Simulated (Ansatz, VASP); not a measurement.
AlH4 in VASP and in Ansatz

```
CELL_PARAMETERS angstrom
5.39914 0.00000 0.00000
0.00000 5.39914 0.00000
0.00000 0.00000 2.66280
ATOMIC_POSITIONS crystal
Al 0.00000 0.00000 0.00000
H 0.42612 0.00000 0.00000
H 0.57388 0.00000 0.00000
H 0.00000 0.42612 0.00000
H 0.00000 0.57388 0.00000
```

Alike in both runs: task relaxation of cell and atoms; functional PBE; k mesh 8 × 8 × 14; occupations gaussian, width 0.1 eV; no spin polarisation.

```csv
,VASP,Ansatz
version,VASP 6.6.1,Ansatz 0.2.0
potentials or method,"VASP PAW PBE potentials, release 64 (Al, H), cutoff 600 eV","scalar-relativistic, plane waves, PAW"
valence electrons in the cell,7,7
```

Ansatz gave:

```
gap on the k mesh at the Fermi level, each at its own relaxed structure (eV) : none
relaxed volume (Å³/atom)                                                     : 14.78
relaxed cell length with the largest relative difference (Å)                 : 5.431
```

**Question.** Which values does VASP return?

**Answer.** gap on the k mesh at the Fermi level, each at its own relaxed structure (eV): none; relaxed volume (Å³/atom): 14.57; relaxed cell length with the largest relative difference (Å): 5.392.

A gap of «none» marks a metal or a gap that the smearing closes. Ansatz's warnings: xc potential rough in thin density.
